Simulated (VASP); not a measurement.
Here is a VASP 6.6.1 calculation.

File INCAR:

```
SYSTEM = C
  PREC = Accurate
  ENCUT = 600
  EDIFF = 1E-6
  ISMEAR = 0
  SIGMA = 0.15
  LREAL = .FALSE.
  LASPH = .TRUE.
  NELM = 120
  ALGO = Normal
  ISIF = 2
  LWAVE = .FALSE.
  LCHARG = .FALSE.
  GGA = PE
  IVDW = 12
  NBANDS = 16
  GGA_COMPAT = .FALSE.
```

The input KPOINTS:

```
regular mesh
0
G
  24 24 4
  0 0 0
```

POSCAR

```
C
1.0
    2.2588271321      0.0000000000      0.0000000000
   -1.1294135661      1.9562016792      0.0000000000
    0.0000000000      0.0000000000     28.4947634997
C
4
Direct
    0.0000000000      0.0000000000      0.5711557753
    0.0000000000      0.0000000000      0.4288442247
    0.3333333333      0.6666666667      0.4288237756
    0.6666666667      0.3333333333      0.5711762244
```

Potentials or basis: VASP PAW PBE potentials, release 64 (C).

The run is started by

```console
$ cat potpaw_PBE.64/C/POTCAR > POTCAR
$ mpirun -np 1 vasp_std > vasp.out
```

(1) Estimate the dispersion energy per atom.

(2) Predict the largest force.

(3) Estimate the band gap on the k mesh.

Results:

(1) -0.097 eV.

(2) 0.033 eV/Å.

(3) zero (filled and empty bands touch).
